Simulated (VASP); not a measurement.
# BaF2 (Fm-3m) in VASP: notebook

BaF2 is run at these levels: PBE; tasks: single point, relaxation of cell and atoms.

Program: VASP 6.6.1. These are calculated values, not measurements. Logs are shortened: lines on timing, memory, paths and dates and some standing lists are left out, and cuts for length are marked.

**1. The cell of the first run**

Symmetry: Fm-3m, No. 225, cubic system. Conventional cell: a = 6.245 Å, b = 6.245 Å, c = 6.245 Å, α = 90.00°, β = 90.00°, γ = 90.00°. Within 3.6 Å of Ba (site symmetry m-3m) lie 8 F at 2.70 Å. F (site symmetry -43m) has 4 Ba at 2.70 Å and 6 F at 3.12 Å within 3.6 Å.

**2. Single point, PBE**

File INCAR:

```
  PREC = Accurate
  ENCUT = 600
  EDIFF = 1E-6
  ISMEAR = 0
  SIGMA = 0.02
  LREAL = F
  LASPH = T
  NELM = 120
  ALGO = Normal
  ISIF = 2
  LWAVE = F
  LCHARG = F
  GGA = PE
  NBANDS = 19
  GGA_COMPAT = F
```

File KPOINTS:

```
Automatic mesh
0
Gamma
  6 6 6
```

File POSCAR:

```
BaF2
1.0
    0.0000000000      3.1223915143      3.1223915143
    3.1223915143      0.0000000000      3.1223915143
    3.1223915143      3.1223915143      0.0000000000
Ba F
1 2
Direct
    0.0000000000      0.0000000000      0.0000000000
    0.2500000000      0.2500000000      0.2500000000
    0.7500000000      0.7500000000      0.7500000000
```

Potentials or basis: VASP PAW PBE potentials, release 64 (Ba_sv, F).

Run with:

```sh
> cat potpaw_PBE.64/Ba_sv/POTCAR potpaw_PBE.64/F/POTCAR > POTCAR
> mpirun -np 1 vasp_std > vasp.out
```

OUTCAR:

```text
PREC = Accurate
   ENCUT = 600
   EDIFF = 1E-6
   ISMEAR = 0
   LREAL = F
   LASPH = T
   NELM = 120
   ISIF = 2
   GGA = PE

 ion  position               nearest neighbor table
   1  0.000  0.000  0.000-   3 2.70   2 2.70   3 2.70   2 2.70   3 2.70   3 2.70   2 2.70   2 2.70

   2  0.250  0.250  0.250-   1 2.70   1 2.70   1 2.70   1 2.70
   3  0.750  0.750  0.750-   1 2.70   1 2.70   1 2.70   1 2.70

  LATTYP: Found a face centered cubic cell.
 ALAT       =     6.2447830286

  Lattice vectors:

 A1 = (   0.0000000000,   3.1223915143,   3.1223915143)
 A2 = (   3.1223915143,   0.0000000000,   3.1223915143)
 A3 = (   3.1223915143,   3.1223915143,   0.0000000000)

Analysis of symmetry for initial positions (statically):
=====================================================================
 Subroutine PRICEL returns:
 Original cell was already a primitive cell.

 Routine SETGRP: Setting up the symmetry group for a
 face centered cubic supercell.

 Subroutine GETGRP returns: Found 48 space group operations
 (whereof 48 operations were pure point group operations)
 out of a pool of 48 trial point group operations.

The static configuration has the point symmetry O_h .

Analysis of symmetry for dynamics (positions and initial velocities):
=====================================================================
 Subroutine PRICEL returns:
 Original cell was already a primitive cell.

 Routine SETGRP: Setting up the symmetry group for a
 face centered cubic supercell.

 Subroutine GETGRP returns: Found 48 space group operations
 (whereof 48 operations were pure point group operations)
 out of a pool of 48 trial point group operations.

The dynamic configuration has the point symmetry O_h .

 Subroutine INISYM returns: Found 48 space group operations
 (whereof 48 operations are pure point group operations),
 and found     1 'primitive' translations

----------------------------------------------------------------------------------------

                                     Primitive cell

  volume of cell :      60.8824

  direct lattice vectors                    reciprocal lattice vectors
     0.000000000  3.122391514  3.122391514    -0.160133666  0.160133666  0.160133666
     3.122391514  0.000000000  3.122391514     0.160133666 -0.160133666  0.160133666
     3.122391514  3.122391514  0.000000000     0.160133666  0.160133666 -0.160133666

  length of vectors
     4.415728427  4.415728427  4.415728427     0.277359646  0.277359646  0.277359646

  position of ions in fractional coordinates (direct lattice)
     0.000000000  0.000000000  0.000000000
     0.250000000  0.250000000  0.250000000
     0.750000000  0.750000000  0.750000000

  ion indices of the primitive-cell ions
   primitive index   ion index
                 1           1
                 2           2
                 3           3

----------------------------------------------------------------------------------------

 KPOINTS: Automatic mesh

Automatic generation of k-mesh.
 Grid dimensions read from file:
 generate k-points for:    6    6    6

 Generating k-lattice:

  Cartesian coordinates                     Fractional coordinates (reciprocal lattice)
    -0.026688944  0.026688944  0.026688944     0.166666667  0.000000000  0.000000000
     0.026688944 -0.026688944  0.026688944     0.000000000  0.166666667  0.000000000
     0.026688944  0.026688944 -0.026688944     0.000000000  0.000000000  0.166666667

  Length of vectors
     0.046226608  0.046226608  0.046226608

  Shift w.r.t. Gamma in fractional coordinates (k-lattice)
     0.000000000  0.000000000  0.000000000

 Subroutine IBZKPT returns following result:
 ===========================================

 Found     16 irreducible k-points:

 Following reciprocal coordinates:
            Coordinates               Weight
  0.000000  0.000000  0.000000      1.000000
  0.166667  0.000000  0.000000      8.000000
  0.333333  0.000000  0.000000      8.000000
  0.500000  0.000000  0.000000      4.000000
  0.166667  0.166667  0.000000      6.000000
  0.333333  0.166667  0.000000     24.000000
[... 8 lines left out ...]
 -0.333333  0.333333  0.166667     24.000000
 -0.333333  0.500000  0.166667     12.000000
   k-points           NKPTS =     16   k-points in BZ     NKDIM =     16   number of bands    NBANDS=     19
   number of dos      NEDOS =    301   number of ions     NIONS =      3
   total plane-waves  NPLWV =  46656
   dimension x,y,z NGX =    36 NGY =   36 NGZ =   36
   dimension x,y,z NGXF=    72 NGYF=   72 NGZF=   72
   ions per type =               1   2
   NGX,Y,Z   is equivalent  to a cutoff of  13.55, 13.55, 13.55 a.u.
   NGXF,Y,Z  is equivalent  to a cutoff of  27.11, 27.11, 27.11 a.u.
 SYSTEM =  unknown system
   PREC   = accura    normal or accurate (medium, high low for compatibility)
   ISTART =      0    job   : 0-new  1-cont  2-samecut
   ICHARG =      2    charge: 1-file 2-atom 10-const
   ISPIN  =      1    spin polarized calculation?
   LNONCOLLINEAR =      F non collinear calculations
   LSORBIT =      F    spin-orbit coupling
   LASPH  =      T    aspherical Exc in radial PAW
   ENCUT  =  600.0 eV  44.10 Ry    6.64 a.u.   8.82  8.82  8.82*2*pi/ulx,y,z
   NELM   =    120;   NELMIN=  2; NELMDL= -5     # of ELM steps
   EDIFF  = 0.1E-05   stopping-criterion for ELM
   LREAL  =      F    real-space projection
   EDIFFG = 0.1E-04   stopping-criterion for IOM
   NSW    =      0    number of steps for IOM
   IBRION =     -1    ionic relax: 0-MD 1-quasi-New 2-CG
   NFREE  =      0    steps in history (QN), initial steepest desc. (CG)
   ISIF   =      2    stress and relaxation
   ISYM   =      2    0-nonsym 1-usesym 2-fastsym
   POTIM  = 0.5000    time-step for ionic-motion
   TEBEG  =    0.0;   TEEND  =   0.0 temperature during run
   PSTRESS=    0.0 pullay stress
   NELECT =      24.0000    total number of electrons
   NUPDOWN=      -1.0000    fix difference up-down
   EMIN   =  10.00;   EMAX   =-10.00  energy-range for DOS
   EFERMI =   0.00;   METHOD = LEGACY
   ISMEAR =     0;   SIGMA  =   0.02  broadening in eV -4-tet -1-fermi 0-gaus
   EFERMI_NEDOS =   21; number of points for ismear=-14 and -15
   IALGO  =     38    algorithm
   IMIX   =      4    mixing-type and parameters
     AMIX     =   0.40;   BMIX     =  1.00
     AMIX_MAG =   1.60;   BMIX_MAG =  1.00
  volume/ion in A,a.u.               =      20.29       136.95
  Fermi-wavevector in a.u.,A,eV,Ry     =   1.200368  2.268367 19.604421  1.440884
  Thomas-Fermi vector in A             =   2.336206
   LORBIT       =      0    0 simple, 1 ext, 2 COOP (PROOUT), +10 PAW based schemes
   GGA     = PE    functional components
   LHFCALC =     F    Hartree Fock is set to
   AEXX    =    0.0000 exact exchange contribution
   IVDW    =     0    specifies the selected vdW correction
   LEPSILON=     F    determine dielectric tensor
   LRPA    =     F    only Hartree local field effects (RPA)
 non-spin polarized calculation
 Gauss-broadening in eV      SIGMA  =   0.02
  energy-cutoff  :      600.00
  volume of cell :       60.88
 maximum number of plane-waves:      2085
   NGX = 17   NGY = 17   NGZ = 17

 number of electron      24.0000013 magnetization

 Free energy of the ion-electron system (eV)
  ---------------------------------------------------
  ext. energy  EPLUGINS =         0.00000000
  ---------------------------------------------------
  free energy    TOTEN  =       -17.12795909 eV

  energy without entropy =      -17.12795909  energy(sigma->0) =      -17.12795909

 E-fermi :  -2.0825     XC(G=0):  -8.6024

 val. band max:       -2.1680599659   @ k =  -0.1667   0.1667   0.0000
 cond. band min:       4.5114814968   @ k =   0.0000   0.0000   0.0000
 fundamental gap:      6.6795414627
 Fermi energy:        -2.0825432937

 k-point     1 :       0.0000    0.0000    0.0000
  band No.  band energies     occupation
      1     -25.3157      2.00000
      2     -21.0582      2.00000
      3     -21.0364      2.00000
      4     -10.1824      2.00000
      5     -10.1824      2.00000
      6     -10.1824      2.00000
[... 11 lines left out ...]
     18       9.0560      0.00000
     19      13.1423      0.00000

 k-point     2 :       0.1667    0.0000    0.0000
  band No.  band energies     occupation
      1     -25.2713      2.00000
      2     -21.0971      2.00000
      3     -21.0770      2.00000
      4     -10.2257      2.00000
      5     -10.2198      2.00000
      6     -10.2198      2.00000
[... 11 lines left out ...]
     18       9.0833      0.00000
     19      12.1063      0.00000

 k-point     3 :       0.3333    0.0000    0.0000
  band No.  band energies     occupation
      1     -25.1781      2.00000
      2     -21.2201      2.00000
      3     -21.1179      2.00000
      4     -10.3004      2.00000
      5     -10.2921      2.00000
      6     -10.2921      2.00000
[... 11 lines left out ...]
     18       9.1786      0.00000
     19      11.1667      0.00000

 k-point     4 :       0.5000    0.0000    0.0000
  band No.  band energies     occupation
      1     -25.1292      2.00000
      2     -21.2850      2.00000
      3     -21.1376      2.00000
      4     -10.3326      2.00000
      5     -10.3269      2.00000
      6     -10.3269      2.00000
[... 231 lines left out ...]
     18      10.0710      0.00000
     19      12.1185      0.00000

 k-point    15 :      -0.3333    0.3333    0.1667
  band No.  band energies     occupation
      1     -25.0807      2.00000
      2     -21.2711      2.00000
      3     -21.2340      2.00000
      4     -10.4996      2.00000
      5     -10.2990      2.00000
      6     -10.2983      2.00000
[... 11 lines left out ...]
     18      11.0574      0.00000
     19      11.6358      0.00000

 k-point    16 :      -0.3333    0.5000    0.1667
  band No.  band energies     occupation
      1     -25.0641      2.00000
      2     -21.3113      2.00000
      3     -21.2209      2.00000
      4     -10.5504      2.00000
      5     -10.4137      2.00000
      6     -10.1638      2.00000
[... 11 lines left out ...]
     18      12.0652      0.00000
     19      12.2929      0.00000

------------------------ aborting loop because EDIFF is reached ----------------------------------------

  FORCE on cell =-STRESS in cart. coord.  units (eV):
  Direction    XX          YY          ZZ          XY          YZ          ZX
  --------------------------------------------------------------------------------------
  -------------------------------------------------------------------------------------
  Total        0.3596155      0.3596155      0.3596155     -0.0000000      0.0000000     -0.0000000
  in kB        9.4636127      9.4636127      9.4636127     -0.0000000      0.0000000     -0.0000000
  external PRESSURE =       9.4636127 kB  Pullay stress =       0.0000000 kB

 VOLUME and BASIS-vectors are now :
 -----------------------------------------------------------------------------
  energy-cutoff  :      600.00
  volume of cell :       60.88
      direct lattice vectors                 reciprocal lattice vectors
     0.000000000  3.122391514  3.122391514    -0.160133666  0.160133666  0.160133666
     3.122391514  0.000000000  3.122391514     0.160133666 -0.160133666  0.160133666
     3.122391514  3.122391514  0.000000000     0.160133666  0.160133666 -0.160133666

 POSITION                                       TOTAL-FORCE (eV/Angst)
 -----------------------------------------------------------------------------------
      0.00000      0.00000      0.00000         0.000000     -0.000000      0.000000
      1.56120      1.56120      1.56120         0.000000      0.000000      0.000000
      4.68359      4.68359      4.68359        -0.000000     -0.000000     -0.000000
 -----------------------------------------------------------------------------------
    total drift:                                0.000000      0.000000      0.000000

  FREE ENERGIE OF THE ION-ELECTRON SYSTEM (eV)
  ---------------------------------------------------
  free  energy   TOTEN  =       -17.1279590899 eV

  energy  without entropy=      -17.1279590899  energy(sigma->0) =      -17.12795909
```

Run time: 17 s. Hardware: 1 thread of Intel Xeon Platinum 8259CL at 2.50GHz (Skylake/Cascade Lake), shared host; peak memory 0.21 GiB.

Results:

* Free energy: -17.1280 eV
* Pressure: 0.9 GPa
* Band gap on the k mesh: 6.68 eV, indirect (least direct gap 6.74 eV)

Levels at points of the mesh, in eV from the valence-band top:
| k point | band 9 | band 10 | band 11 | band 12 | band 13 | band 14 | band 15 | band 16 |
| --- | --- | --- | --- | --- | --- | --- | --- | --- |
| (0.00, 0.00, 0.00) | -1.42 | -0.06 | -0.06 | -0.06 | 6.68 | 9.11 | 9.11 | 11.22 |
| (0.50, 0.00, 0.00) | -0.63 | -0.34 | -0.16 | -0.16 | 8.98 | 9.10 | 9.10 | 9.71 |
| (0.50, 0.50, 0.00) | -0.33 | -0.32 | -0.32 | -0.10 | 7.21 | 8.90 | 10.54 | 11.78 |

Caveat: spin-orbit coupling is left out, which moves the levels of the heavy elements.

**3. Relaxation of cell and atoms, PBE**

This run uses another cell than the first one, of 20.11 Å³/atom, 0.991 times its volume.

File INCAR:

```
SYSTEM = BaF2
PREC = Accurate
ENCUT = 600
EDIFF = 1E-7
ISMEAR = 0
SIGMA = 0.02
LREAL = .FALSE.
LASPH = .TRUE.
NELM = 120
ALGO = Normal
ISIF = 3
LWAVE = .FALSE.
LCHARG = .FALSE.
GGA = PE
IBRION = 2
NSW = 100
EDIFFG = -0.01
GGA_COMPAT = .FALSE.
NELMIN = 4
```

File KPOINTS:

```
Automatic mesh
0
G
  6 6 6
  0 0 0
```

File POSCAR:

```
BaF2
1.0
    0.0000000000      3.1128654500      3.1128654500
    3.1128654500      0.0000000000      3.1128654500
    3.1128654500      3.1128654500      0.0000000000
Ba F
1 2
Direct
    0.0000000000      0.0000000000      0.0000000000
    0.2500000000      0.2500000000      0.2500000000
    0.7500000000      0.7500000000      0.7500000000
```

Potentials or basis: VASP PAW PBE potentials, release 64 (Ba_sv, F).

Run with:

```sh
> cat potpaw_PBE.64/Ba_sv/POTCAR potpaw_PBE.64/F/POTCAR > POTCAR
> mpirun -np 1 vasp_std > vasp.out
```

Wall time 30 s (1 thread of Intel Xeon Platinum 8259CL at 2.50GHz (Skylake/Cascade Lake), shared host); peak memory 0.21 GiB.

Results (log left out):

```
Free energy                            : -17.1302 eV
Relaxed volume                         : 20.66 Å³/atom
Relaxed cell                           : a = 4.442 Å, b = 4.442 Å, c = 4.442 Å, α = 60.00°, β = 60.00°, γ = 60.00°
Space group after relaxing (to 0.05 Å) : Fm-3m (No. 225)
Energy gained by relaxing              : 2.5 meV/atom
Ionic steps                            : 2
Pressure after relaxing                : 0.0 GPa
Band gap on the k mesh                 : 6.60 eV, indirect (least direct gap 6.65 eV)
```

Step by step:
| step | energy change (eV) | largest force (eV/Å) | pressure (GPa) | volume (Å³) |
| --- | --- | --- | --- | --- |
| 1 | 0.0000 | 0.0000 | 1.50 | 60.33 |
| 2 | -0.0074 | 0.0000 | -0.04 | 61.99 |

Final structure:
```
CELL_PARAMETERS angstrom
0.00000 3.14113 3.14113
3.14113 0.00000 3.14113
3.14113 3.14113 0.00000
ATOMIC_POSITIONS crystal
Ba 0.00000 0.00000 0.00000
F 0.25000 0.25000 0.25000
F 0.75000 0.75000 0.75000
```

Levels at points of the mesh, in eV from the valence-band top:
```
           k point  band 9  band 10  band 11  band 12  band 13  band 14  band 15  band 16
(0.00, 0.00, 0.00)   -1.37    -0.05    -0.05    -0.05     6.60     9.04     9.04    11.08
(0.50, 0.00, 0.00)   -0.61    -0.34    -0.16    -0.16     8.87     9.02     9.02     9.64
(0.50, 0.50, 0.00)   -0.34    -0.30    -0.30    -0.08     7.18     8.81    10.43    11.64
```

Caveat: spin-orbit coupling is left out, which moves the levels of the heavy elements. Expect the measured gap to be larger: semilocal functionals such as PBE lack the derivative discontinuity.
